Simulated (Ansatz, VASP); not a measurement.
HfN in VASP and in Ansatz

Contents of INCAR:

```
SYSTEM = HfN
ALGO = Normal ; EDIFF = 1E-6
ENCUT = 520 ; GGA = PS
ISIF = 2 ; ISMEAR = 0
LASPH = .TRUE. ; LCHARG = .FALSE.
LREAL = .FALSE. ; LWAVE = .FALSE.
NBANDS = 14 ; NELM = 80
PREC = Accurate ; SIGMA = 0.15
```

File KPOINTS:

```
k-points
0
G
  18 18 18
  0 0 0
```

Contents of POSCAR:

```
HfN
1.0
    0.0000000000      2.2025250000      2.3719500000
    2.2025250000      0.0000000000      2.3719500000
    2.2025250000      2.2025250000      0.0000000000
Hf N
1 1
Direct
    0.0000000000      0.0000000000      0.0000000000
    0.5000000000      0.5000000000      0.5000000000
```

Input for Ansatz:

```yaml
crystal:
  lattice:
    - [0.0, 2.202525, 2.37195]
    - [2.202525, 0.0, 2.37195]
    - [2.202525, 2.202525, 0.0]
  atoms:
    - { symbol: Hf, position: [0.0, 0.0, 0.0] }
    - { symbol: "N", position: [0.5, 0.5, 0.5] }
basis:
  ecutwfc: 420
kpoints:
  mp_grid: { grid: [18, 18, 18] }
hamiltonian:
  xc: pbesol
scf:
  occupations: { method: gaussian, width: 0.15 }
output:
  forces: true
  stress: true
  eigenvalues: true
  write_density: true
  write_potential: true
  elf: true
  volumetric_format: npy
```

Change from the starting cell: strain -0.025 along x and y, +0.050 along z, atoms carried along.

Alike in both runs: task single point; functional PBEsol; k mesh 18 × 18 × 18; occupations gaussian, width 0.15 eV; no spin polarisation.

|  | VASP | Ansatz |
| --- | --- | --- |
| version | VASP 6.6.1 | Ansatz 0.2.0 |
| potentials or method | VASP PAW PBE potentials, release 64 (Hf_pv, N), cutoff 520 eV | scalar-relativistic, plane waves, PAW |
| valence electrons in the cell | 15 | 31 |

|  | VASP | Ansatz | Ansatz less VASP |
| --- | --- | --- | --- |
| gap on the k mesh at the Fermi level (eV) | none | none | - |
| pressure (GPa) | -1.2 | 0.8 | +2.10 |
| traceless stress, the component that is largest in VASP (GPa) | -21.95 | -22.17 | -0.225 |

VASP's potentials were made for PBE, not for PBEsol. A gap of «none» marks a metal or a gap that the smearing closes. With one functional, cell and mesh, what is left measures potentials, basis and numerics. VASP's potentials hold 15 valence electrons a cell and Ansatz's 31, so a difference there can come from the potentials and not from the codes.

Spin-orbit coupling is off throughout.
